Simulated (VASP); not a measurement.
# Hg2Te3: relaxation of cell and atoms with PBE

The system is Hg2Te3.

```
Hg Te
1.0
     4.76228    0.00000    0.00000
    -2.38114    4.12425    0.00000
     0.00000    0.00000    7.40933
Hg Te
2 3
Direct
  0.33333 0.66667 0.24500
  0.66667 0.33333 0.75500
  0.00000 0.00000 0.00000
  0.33333 0.66667 0.64500
  0.66667 0.33333 0.35500
```

```yaml
Program: VASP 6.6.1
Task: relaxation of cell and atoms
Functional: PBE
Potentials_or_basis: VASP PAW PBE potentials, release 64 (Hg, Te)
Cutoff: 600 eV
k_mesh: 6 × 6 × 4
Occupations: gaussian, width 0.1 eV
Spin: no spin polarisation
Dipole_correction: no
Further_INCAR_settings: ALGO = Normal; EDIFF = 1e-06; IBRION = 2; EDIFFG = -0.04; NSW = 90; ISIF = 3
```

| Quantity | Value |
| --- | --- |
| Relaxed volume | 29.62 Å³/atom |
| Relaxed cell | a = 4.248 Å, b = 4.248 Å, c = 9.478 Å, α = 90.00°, β = 90.00°, γ = 120.00° |
| Space group after relaxing (to 0.1 Å) | P-3m1 (No. 164) |
| Energy gained by relaxing | 272.8 meV/atom |
| Ionic steps | 29 |
| Pressure after relaxing | 0.0 GPa |
| Largest force after relaxing | 0.017 eV/Å |
| Band gap on the k mesh | zero (bands 21 and 22 overlap by 1.90 eV) |

Forces on the atoms (eV/Å):
```
Hg   0.000  0.000 -0.016
Hg   0.000  0.000  0.016
Te   0.000  0.000  0.000
Te   0.000  0.000  0.017
Te   0.000  0.000 -0.017
```

Stress tensor (GPa, compression positive):
```
 0.05  0.00  0.00
 0.00  0.05  0.00
 0.00  0.00 -0.05
```

Step by step:
```tsv
step	energy change (eV)	largest force (eV/Å)	pressure (GPa)	volume (Å³)
1	0.0000	1.0289	5.38	145.53
2	-0.2947	0.3899	-1.50	167.08
3	-0.3085	0.4801	-0.57	162.73
4	-0.3778	0.5009	-0.47	161.98
5	-0.6014	0.5662	0.00	159.38
6	-0.9812	0.7334	1.65	152.73
7	-0.1830	1.2371	11.80	134.58
8	-1.0152	0.9032	3.34	148.16
9	-1.0430	0.8263	2.96	149.01
10	-1.0903	0.5836	1.93	151.46
11	-1.0954	0.4763	1.48	152.56
12	-1.1081	0.4570	1.22	153.25
13	-1.1353	0.4096	0.51	155.32
14	-1.1434	0.3421	-0.84	159.38
15	-1.1472	0.3628	-0.41	157.96
16	-1.1544	0.3692	-0.40	157.60
17	-1.1763	0.3884	-0.37	156.55
18	-1.2190	0.4160	-0.26	154.44
19	-1.2678	0.3090	0.34	150.22
20	-1.2879	0.3071	0.10	150.35
21	-1.3096	0.3150	-0.31	150.65
22	-1.3348	0.2670	-0.10	149.46
23	-1.3577	0.1540	0.36	147.23
24	-1.3582	0.1300	0.45	146.79
25	-1.3613	0.0641	-0.17	148.88
26	-1.3616	0.0766	-0.13	148.44
27	-1.3616	0.0798	-0.09	148.34
28	-1.3631	0.0496	-0.04	148.23
29	-1.3639	0.0174	0.01	148.11
```

Final structure:
```cif
data_structure
_symmetry_space_group_name_H-M 'P 1'
_symmetry_Int_Tables_number 1
_cell_length_a 4.2477
_cell_length_b 4.2477
_cell_length_c 9.4785
_cell_angle_alpha 90.000
_cell_angle_beta 90.000
_cell_angle_gamma 120.000
_cell_volume 148.11
loop_
_atom_site_label
_atom_site_type_symbol
_atom_site_fract_x
_atom_site_fract_y
_atom_site_fract_z
_atom_site_occupancy
Hg1 Hg 0.33333 0.66667 0.19204 1
Hg2 Hg 0.66667 0.33333 0.80796 1
Te1 Te 0.00000 0.00000 0.00000 1
Te2 Te 0.33333 0.66667 0.62103 1
Te3 Te 0.66667 0.33333 0.37897 1
```

Levels at points of the mesh, in eV from the Fermi level:
```tsv
k point	band 17	band 18	band 19	band 20	band 21	band 22	band 23	band 24	band 25
(0.00, 0.00, 0.00)	-0.95	-0.40	-0.40	-0.17	0.45	0.45	0.54	3.40	3.84
(0.50, 0.00, 0.00)	-2.45	-1.45	-1.27	-0.98	-0.95	-0.68	-0.28	2.62	3.42
(0.00, 0.00, 0.50)	-1.08	-1.08	-0.07	-0.07	0.26	0.26	1.96	2.61	3.82
(0.50, 0.00, 0.50)	-2.91	-2.82	-2.04	-1.71	0.57	0.59	0.71	1.19	3.28
```

It took 36 min on 1 thread of Intel(R) Xeon(R) 6975P-C (Granite Rapids), on a shared host, peak memory 0.38 GiB.

Caveat: a cell axis changed by over 15 % at a fixed basis, so the end point is rough; spin-orbit coupling is left out, which moves the levels of the heavy elements.
